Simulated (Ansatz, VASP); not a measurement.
**One calculation of Al3GaN4, two programs**

```xyz
8
Lattice="4.4070 0.0000 0.1377 0.0000 4.4070 0.0000 0.1377 0.0000 4.4070" Properties=species:S:1:pos:R:3 pbc="T T T"
Al    2.2035    2.2035    0.0689
Al    2.2724    0.0000    2.2724
Al    0.0689    2.2035    2.2035
Ga    0.0000    0.0000    0.0000
N     3.3171    3.2819    1.2276
N     3.3845    1.1251    3.3845
N     1.2276    3.2819    3.3171
N     1.1602    1.1251    1.1602
```

Change from the starting cell: strain +0.0625 x Voigt [0, 0, 0, 0, 1, 0], atoms carried along.

Alike in both runs: task single point; functional PBEsol; k mesh 6 × 6 × 6; occupations gaussian, width 0.05 eV; no spin polarisation.

|  | VASP | Ansatz |
| --- | --- | --- |
| version | VASP 6.6.1 | Ansatz 0.2.0 |
| potentials or method | VASP PAW PBE potentials, release 64 (Al, Ga_d, N), cutoff 520 eV | scalar-relativistic, plane waves, PAW |
| valence electrons in the cell | 42 | 42 |

|  | VASP | Ansatz | Ansatz less VASP |
| --- | --- | --- | --- |
| gap on the k mesh at the Fermi level (eV) | 3.04 | 3.05 | +0.006 |
| least direct gap on the mesh (eV) | 3.04 | 3.05 | +0.006 |
| pressure (GPa) | 0.9 | 1.0 | +0.06 |
| traceless stress, the component that is largest in VASP (GPa) | -13.49 | -13.36 | +0.125 |
| rms of the force components (eV/Å) | 0.327 | 0.324 | -0.0033 |

VASP's potentials were made for PBE, not for PBEsol. Atom by atom the forces differ by 0.008 eV/Å (rms over components).
